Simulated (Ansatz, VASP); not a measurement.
# Two plane-wave programs on In

The input INCAR:

```
PREC = Accurate
ENCUT = 520
EDIFF = 1E-6
ISMEAR = 0
SIGMA = 0.15
LREAL = F
LASPH = T
NELM = 80
ALGO = Fast
ISIF = 2
LWAVE = F
LCHARG = F
GGA = CA
NBANDS = 20
```

The input KPOINTS:

```
Automatic mesh
0
Gamma
  18 18 10
```

The input POSCAR:

```
In
1.0
    3.5930420612      0.0000000000      0.0000000000
   -1.7965210306      3.1116657019      0.0000000000
    0.0000000000      0.0000000000      4.7476354477
In
2
Direct
    0.3333333333      0.6666666667      0.2500000000
    0.6666666667      0.3333333333      0.7500000000
```

Input for Ansatz:

```yaml
crystal:
  lattice:
    - [3.5930420612, 0.0, 0.0]
    - [-1.7965210306, 3.1116657019, 0.0]
    - [0.0, 0.0, 4.7476354477]
  atoms:
    - { symbol: In, position: [0.3333333333, 0.6666666667, 0.25] }
    - { symbol: In, position: [0.6666666667, 0.3333333333, 0.75] }
basis:
  ecutwfc: 420
kpoints:
  mp_grid: { grid: [18, 18, 10] }
hamiltonian:
  xc: lda
scf:
  occupations: { method: gaussian, width: 0.15 }
output:
  forces: true
  stress: true
  eigenvalues: true
```

Alike in both runs: task single point; functional LDA; k mesh 18 × 18 × 10; occupations gaussian, width 0.15 eV; no spin polarisation.

|  | VASP | Ansatz |
| --- | --- | --- |
| version | VASP 6.6.1 | Ansatz 0.2.0 |
| potentials or method | VASP PAW LDA potentials, release 64 (In_d), cutoff 520 eV | scalar-relativistic, plane waves, PAW |
| valence electrons in the cell | 26 | 26 |

|  | VASP | Ansatz | Ansatz less VASP |
| --- | --- | --- | --- |
| gap on the k mesh at the Fermi level (eV) | none | none | - |
| pressure (GPa) | -1.1 | -1.8 | -0.66 |
| traceless stress, the component that is largest in VASP (GPa) | 1.50 | 1.42 | -0.078 |

LDA's correlation is that of Perdew and Zunger in VASP and of Perdew and Wang (1992) in Ansatz. A gap of «none» marks a metal or a gap that the smearing closes.
